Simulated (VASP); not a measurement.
# Si (R-3m) in VASP: notebook

The runs below take Si through single point, relaxation of cell and atoms, with r2SCAN.

All numbers are computed with VASP 6.6.1; they aren't measurements. Logs are shortened: lines on timing, memory, paths and dates and some standing lists are left out, and cuts for length are marked.

### 1 The cell of the first run

It takes space group R-3m (No. 166, trigonal). The conventional cell has a = 3.474 Å, b = 3.474 Å, c = 4.598 Å, α = 90.00°, β = 90.00°, γ = 120.00°. Si (site symmetry -3m) has 6 Si at 2.52 Å within 3.3 Å.

### 2 Single point, r2SCAN

File POSCAR:

```
Si
1.0
    1.7372083088      1.0029776848      3.0654160977
   -1.7372083088      1.0029776848      3.0654160977
    0.0000000000     -2.0059553695      3.0654160977
Si
2
Direct
    0.2499945239      0.2499945239      0.2499945239
    0.7500054761      0.7500054761      0.7500054761
```

File INCAR.step1:

```
SYSTEM = Si
  PREC = Accurate
  ENCUT = 550
  ISMEAR = 0
  SIGMA = 0.1
  LREAL = .False.
  LASPH = .True.
  NELM = 120
  NBANDS = 11
  GGA = PE
  ALGO = Normal
  EDIFF = 1E-5
  LWAVE = .True.
  LCHARG = .False.
  GGA_COMPAT = .False.
```

File INCAR.step2:

```
SYSTEM = Si
  PREC = Accurate
  ENCUT = 550
  EDIFF = 1E-6
  ISMEAR = 0
  SIGMA = 0.1
  LREAL = .False.
  LASPH = .True.
  NELM = 120
  ALGO = Normal
  ISIF = 2
  LWAVE = .False.
  LCHARG = .False.
  METAGGA = R2SCAN
  LMIXTAU = .True.
  NBANDS = 11
  ISTART = 1
  GGA_COMPAT = .False.
```

File KPOINTS:

```
regular mesh
0
Gamma
  6 6 6
  0 0 0
```

Potentials or basis: VASP PAW PBE potentials, release 64 (Si).

Launch:

```bash
> cat potpaw_PBE.64/Si/POTCAR > POTCAR
> cp INCAR.step1 INCAR
> mpirun -np 1 vasp_std > vasp.out
> cp INCAR.step2 INCAR
> mpirun -np 1 vasp_std > vasp.out
```

OUTCAR:

```text
SYSTEM = Si
   PREC = Accurate
   ENCUT = 550
   EDIFF = 1E-6
   ISMEAR = 0
   LREAL = .False.
   LASPH = .True.
   NELM = 120
   ISIF = 2
   METAGGA = R2SCAN
   ISTART = 1

 ion  position               nearest neighbor table
   1  0.250  0.250  0.250-   2 2.52   2 2.52   2 2.52   2 2.52   2 2.52   2 2.52
   2  0.750  0.750  0.750-   1 2.52   1 2.52   1 2.52   1 2.52   1 2.52   1 2.52

  LATTYP: Found a trigonal (rhomboedric) cell.
 ALAT       =     3.6634181848
 COS(alpha) =     0.5502607434

  Lattice vectors:

 A1 = (   1.7372083088,   1.0029776848,   3.0654160977)
 A2 = (  -1.7372083088,   1.0029776848,   3.0654160977)
 A3 = (   0.0000000000,  -2.0059553695,   3.0654160977)

Analysis of symmetry for initial positions (statically):
=====================================================================
 Subroutine PRICEL returns:
 Original cell was already a primitive cell.

 Routine SETGRP: Setting up the symmetry group for a
 trigonal (rhombohedral) supercell.

 Subroutine GETGRP returns: Found 12 space group operations
 (whereof 12 operations were pure point group operations)
 out of a pool of 12 trial point group operations.

The static configuration has the point symmetry D_3d.

Analysis of symmetry for dynamics (positions and initial velocities):
=====================================================================
 Subroutine PRICEL returns:
 Original cell was already a primitive cell.

 Routine SETGRP: Setting up the symmetry group for a
 trigonal (rhombohedral) supercell.

 Subroutine GETGRP returns: Found 12 space group operations
 (whereof 12 operations were pure point group operations)
 out of a pool of 12 trial point group operations.

The dynamic configuration has the point symmetry D_3d.

 Subroutine INISYM returns: Found 12 space group operations
 (whereof 12 operations are pure point group operations),
 and found     1 'primitive' translations

----------------------------------------------------------------------------------------

                                     Primitive cell

  volume of cell :      32.0467

  direct lattice vectors                    reciprocal lattice vectors
     1.737208309  1.002977685  3.065416098     0.287818103  0.166171859  0.108739996
    -1.737208309  1.002977685  3.065416098    -0.287818103  0.166171859  0.108739996
     0.000000000 -2.005955370  3.065416098     0.000000000 -0.332343719  0.108739996

  length of vectors
     3.663418185  3.663418185  3.663418185     0.349680903  0.349680903  0.349680903

  position of ions in fractional coordinates (direct lattice)
     0.249994524  0.249994524  0.249994524
     0.750005476  0.750005476  0.750005476

  ion indices of the primitive-cell ions
   primitive index   ion index
                 1           1
                 2           2

----------------------------------------------------------------------------------------

 KPOINTS: regular mesh

Automatic generation of k-mesh.
 Grid dimensions read from file:
 generate k-points for:    6    6    6

 Generating k-lattice:

  Cartesian coordinates                     Fractional coordinates (reciprocal lattice)
     0.047969684  0.027695310  0.018123333     0.166666667  0.000000000  0.000000000
    -0.047969684  0.027695310  0.018123333     0.000000000  0.166666667  0.000000000
     0.000000000 -0.055390620  0.018123333    -0.000000000 -0.000000000  0.166666667

  Length of vectors
     0.058280150  0.058280150  0.058280150

  Shift w.r.t. Gamma in fractional coordinates (k-lattice)
     0.000000000  0.000000000  0.000000000

 Subroutine IBZKPT returns following result:
 ===========================================

 Found     32 irreducible k-points:

 Following reciprocal coordinates:
            Coordinates               Weight
  0.000000  0.000000  0.000000      1.000000
  0.166667  0.000000 -0.000000      6.000000
  0.333333  0.000000 -0.000000      6.000000
  0.500000  0.000000 -0.000000      3.000000
  0.166667  0.166667 -0.000000      6.000000
  0.333333  0.166667 -0.000000     12.000000
[... 16 lines left out ...]
  0.500000  0.500000  0.166667      6.000000
 -0.333333  0.500000  0.166667     12.000000
 [... further k-points ...]
   k-points           NKPTS =     32   k-points in BZ     NKDIM =     32   number of bands    NBANDS=     11
   number of dos      NEDOS =    301   number of ions     NIONS =      2
   total plane-waves  NPLWV =  21952
   dimension x,y,z NGX =    28 NGY =   28 NGZ =   28
   dimension x,y,z NGXF=    56 NGYF=   56 NGZF=   56
   ions per type =               2
   NGX,Y,Z   is equivalent  to a cutoff of  12.71, 12.71, 12.71 a.u.
   NGXF,Y,Z  is equivalent  to a cutoff of  25.41, 25.41, 25.41 a.u.
 SYSTEM =  Si
   PREC   = accura    normal or accurate (medium, high low for compatibility)
   ISTART =      1    job   : 0-new  1-cont  2-samecut
   ICHARG =      0    charge: 1-file 2-atom 10-const
   ISPIN  =      1    spin polarized calculation?
   LNONCOLLINEAR =      F non collinear calculations
   LSORBIT =      F    spin-orbit coupling
   LASPH  =      T    aspherical Exc in radial PAW
   ENCUT  =  550.0 eV  40.42 Ry    6.36 a.u.   7.01  7.01  7.01*2*pi/ulx,y,z
   NELM   =    120;   NELMIN=  2; NELMDL=  0     # of ELM steps
   EDIFF  = 0.1E-05   stopping-criterion for ELM
   LREAL  =      F    real-space projection
   EDIFFG = 0.1E-04   stopping-criterion for IOM
   NSW    =      0    number of steps for IOM
   IBRION =     -1    ionic relax: 0-MD 1-quasi-New 2-CG
   NFREE  =      0    steps in history (QN), initial steepest desc. (CG)
   ISIF   =      2    stress and relaxation
   ISYM   =      2    0-nonsym 1-usesym 2-fastsym
   POTIM  = 0.5000    time-step for ionic-motion
   TEBEG  =    0.0;   TEEND  =   0.0 temperature during run
   PSTRESS=    0.0 pullay stress
   NELECT =       8.0000    total number of electrons
   NUPDOWN=      -1.0000    fix difference up-down
   EMIN   =  10.00;   EMAX   =-10.00  energy-range for DOS
   EFERMI =   0.00;   METHOD = LEGACY
   ISMEAR =     0;   SIGMA  =   0.10  broadening in eV -4-tet -1-fermi 0-gaus
   EFERMI_NEDOS =   21; number of points for ismear=-14 and -15
   IALGO  =     38    algorithm
   IMIX   =      4    mixing-type and parameters
     AMIX     =   0.40;   BMIX     =  1.00
     AMIX_MAG =   1.60;   BMIX_MAG =  1.00
  volume/ion in A,a.u.               =      16.02       108.13
  Fermi-wavevector in a.u.,A,eV,Ry     =   1.030806  1.947941 14.457016  1.062561
  Thomas-Fermi vector in A             =   2.164922
   LORBIT       =      0    0 simple, 1 ext, 2 COOP (PROOUT), +10 PAW based schemes
   METAGGA = R2SCAN    functional components
   LHFCALC =     F    Hartree Fock is set to
   AEXX    =    0.0000 exact exchange contribution
   IVDW    =     0    specifies the selected vdW correction
   LEPSILON=     F    determine dielectric tensor
   LRPA    =     F    only Hartree local field effects (RPA)
 non-spin polarized calculation
 Gauss-broadening in eV      SIGMA  =   0.10
  energy-cutoff  :      550.00
  volume of cell :       32.05
 maximum number of plane-waves:       978
   NGX = 15   NGY = 15   NGZ = 15

 number of electron       8.0000000 magnetization

 Free energy of the ion-electron system (eV)
  ---------------------------------------------------
  ext. energy  EPLUGINS =         0.00000000
  ---------------------------------------------------
  free energy    TOTEN  =       -16.57104584 eV

  energy without entropy =      -16.56810337  energy(sigma->0) =      -16.56957460

 E-fermi :   8.1907     XC(G=0): -11.2237

 val. band max:        8.1305008220   @ k =   0.3333   0.1667  -0.0000
 cond. band min:       8.4796716650   @ k =   0.5000   0.1667  -0.0000
 fundamental gap:      0.3491708430
 Fermi energy:         8.1906650986

 k-point     1 :       0.0000    0.0000    0.0000
  band No.  band energies     occupation
      1      -5.6162      2.00000
      2       7.8754      1.99999
      3       9.5051      0.00000
      4       9.5051      0.00000
      5      11.6872      0.00000
      6      13.9412      0.00000
      7      14.2923      0.00000
      8      14.2923      0.00000
      9      16.2975      0.00000
     10      16.2975      0.00000
     11      16.5380      0.00000

 k-point     2 :       0.1667    0.0000   -0.0000
  band No.  band energies     occupation
      1      -5.1061      2.00000
      2       6.2658      2.00000
      3       7.9333      1.99973
      4       9.1830      0.00000
      5      12.2922      0.00000
      6      13.0913      0.00000
      7      13.1834      0.00000
      8      14.3207      0.00000
      9      15.5907      0.00000
     10      15.6547      0.00000
     11      16.5652      0.00000

 k-point     3 :       0.3333    0.0000   -0.0000
  band No.  band energies     occupation
      1      -3.5860      2.00000
      2       2.2904      2.00000
      3       7.9554      1.99912
      4       8.9681      0.00000
      5      10.4782      0.00000
      6      10.8689      0.00000
      7      12.3952      0.00000
      8      14.0289      0.00000
      9      16.6237      0.00000
     10      18.7199      0.00000
     11      20.3024      0.00000
[... 267 lines left out ...]
 k-point    23 :       0.5000    0.5000    0.1667
  band No.  band energies     occupation
      1      -1.5076      2.00000
      2       1.9280      2.00000
      3       3.2349      2.00000
      4       6.2748      2.00000
      5       7.4555      2.00000
      6      11.8190      0.00000
      7      16.3780      0.00000
      8      19.3136      0.00000
      9      21.7270      0.00000
     10      21.8466      0.00000
     11      22.2970      0.00000

 k-point    24 :      -0.3333    0.5000    0.1667
  band No.  band energies     occupation
      1      -0.0361      2.00000
      2       1.8595      2.00000
      3       2.0641      2.00000
      4       3.7952      2.00000
      5       9.2280      0.00000
      6      13.1285      0.00000
      7      14.2538      0.00000
      8      18.6719      0.00000
      9      20.6139      0.00000
     10      21.9821      0.00000
     11      23.2536      0.00000

 [... further k-points ...]

------------------------ aborting loop because EDIFF is reached ----------------------------------------

  FORCE on cell =-STRESS in cart. coord.  units (eV):
  Direction    XX          YY          ZZ          XY          YZ          ZX
  --------------------------------------------------------------------------------------
  -------------------------------------------------------------------------------------
  Total       -0.0339312     -0.0339312      0.0047932      0.0000000      0.0000000      0.0000000
  in kB       -1.6963922     -1.6963922      0.2396361      0.0000000      0.0000000      0.0000000
  external PRESSURE =      -1.0510494 kB  Pullay stress =       0.0000000 kB

 VOLUME and BASIS-vectors are now :
 -----------------------------------------------------------------------------
  energy-cutoff  :      550.00
  volume of cell :       32.05
      direct lattice vectors                 reciprocal lattice vectors
     1.737208309  1.002977685  3.065416098     0.287818103  0.166171859  0.108739996
    -1.737208309  1.002977685  3.065416098    -0.287818103  0.166171859  0.108739996
     0.000000000 -2.005955370  3.065416098     0.000000000 -0.332343719  0.108739996

 POSITION                                       TOTAL-FORCE (eV/Angst)
 -----------------------------------------------------------------------------------
      0.00000      0.00000      2.29901         0.000000      0.000000      0.000302
      0.00000      0.00000      6.89724         0.000000     -0.000000     -0.000302
 -----------------------------------------------------------------------------------
    total drift:                                0.000000      0.000000      0.000000

  FREE ENERGIE OF THE ION-ELECTRON SYSTEM (eV)
  ---------------------------------------------------
  free  energy   TOTEN  =       -16.5710458395 eV

  energy  without entropy=      -16.5681033655  energy(sigma->0) =      -16.56957460
```

Wall time 44 s (1 thread of Intel Xeon Platinum 8259CL at 2.50GHz (Skylake/Cascade Lake), shared host); peak memory 0.15 GiB.

What came out:

| Item | Value |
| --- | --- |
| Free energy | -16.5710 eV |
| Pressure | -0.1 GPa |
| Band gap on the k mesh | zero (bands 4 and 5 overlap by 4.73 eV) |

Caveat: the k points lie up to 0.37 Å⁻¹ apart, too coarse for converged energies and pressures of a metal; the PAW data sets were made with another functional, which shifts forces and pressure a little.

(Part 1 of 2 ends here.)
